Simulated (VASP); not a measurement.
**MoS2: single point with PBE+D3(BJ)**

Crystal: MoS2.

```
Mo S
1.0
     1.52918    0.88287    5.99653
    -1.52918    0.88287    5.99653
     0.00000   -1.76575    5.99653
Mo S
1 2
Direct
  0.00002 0.00002 0.00002
  0.75356 0.75356 0.75356
  0.57972 0.57972 0.57972
```

This cell differs from its parent crystal: strain -0.030 along x and y, +0.000 along z.

* Program: VASP 6.6.1
* Task: single point
* Functional: PBE
* Dispersion: D3(BJ)
* Potentials or basis: VASP PAW PBE potentials, release 64 (Mo_sv, S)
* Cutoff: 520 eV
* k mesh: 12 × 12 × 12
* Occupations: gaussian, width 0.05 eV
* Spin: no spin polarisation
* Dipole correction: no
* Further INCAR settings: ALGO = Normal; EDIFF = 1e-06; NBANDS = 20

* Pressure: 10.4 GPa
* Largest force: 0.647 eV/Å
* Band gap on the k mesh: 0.86 eV (least direct gap 2.10 eV)
* Dispersion energy per atom: -0.469 eV

Forces on the atoms (eV/Å):
```
Mo   0.000  0.000 -0.001
S    0.000  0.000  0.647
S    0.000  0.000 -0.646
```

Stress tensor (GPa, compression positive):
```
12.05  0.00  0.00
 0.00 12.05  0.00
 0.00  0.00  7.03
```

Levels at points of the mesh, in eV from the valence-band top:
```csv
k point,band 11,band 12,band 13,band 14,band 15,band 16
"(0.00, 0.00, 0.00)",-2.06,-1.57,-1.19,2.34,2.34,2.76
"(0.50, 0.00, 0.00)",-2.50,-1.54,-1.30,2.07,2.31,3.67
"(0.50, 0.50, 0.00)",-3.24,-1.58,-1.28,2.02,2.53,3.24
"(0.50, 0.50, 0.50)",-2.02,-2.02,0.00,2.48,2.48,2.57
```

Wall time 3.2 min on 1 thread of Intel(R) Xeon(R) 6975P-C (Granite Rapids) (shared host), peak memory 0.42 GiB.

Caveat: the cell differs from its parent crystal (strain -0.030 along x and y, +0.000 along z); the stress differs along the axes, from 7 to 12 GPa. A k mesh can miss the band edges.
